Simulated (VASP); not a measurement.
A run of VASP 6.6.1:

INCAR

```
SYSTEM = Rh
PREC = Accurate
ENCUT = 520
EDIFF = 1E-7
ISMEAR = 0
SIGMA = 0.1
LREAL = .FALSE.
LASPH = .TRUE.
NELM = 100
ALGO = Fast
ISIF = 2
LWAVE = .FALSE.
LCHARG = .FALSE.
GGA = PE
NBANDS = 14
```

KPOINTS

```
regular mesh
0
G
  48 48 48
  0 0 0
```

The input POSCAR:

```
Rh
1.0
    0.0000000000      1.9149699260      1.9149699260
    1.9149699260      0.0000000000      1.9149699260
    1.9149699260      1.9149699260      0.0000000000
Rh
1
Direct
    0.0000000000      0.0000000000      0.0000000000
```

Potentials or basis: VASP PAW PBE potentials, release 64 (Rh_pv).

The run is started by

```console
$ cat potpaw_PBE.64/Rh_pv/POTCAR > POTCAR
$ mpirun -np 1 vasp_std > vasp.out
```

Hardware: 1 thread of Intel(R) Xeon(R) Platinum 8259CL CPU @ 2.50GHz (Skylake/Cascade Lake), with other jobs on the host.

Problem. Estimate the wall time of this run.

Solution. It took 8.4 min on 1 thread of Intel(R) Xeon(R) Platinum 8259CL CPU @ 2.50GHz (Skylake/Cascade Lake), with other jobs on the host, peak memory 0.56 GiB. Counts: scf iterations 12, k points 2769.
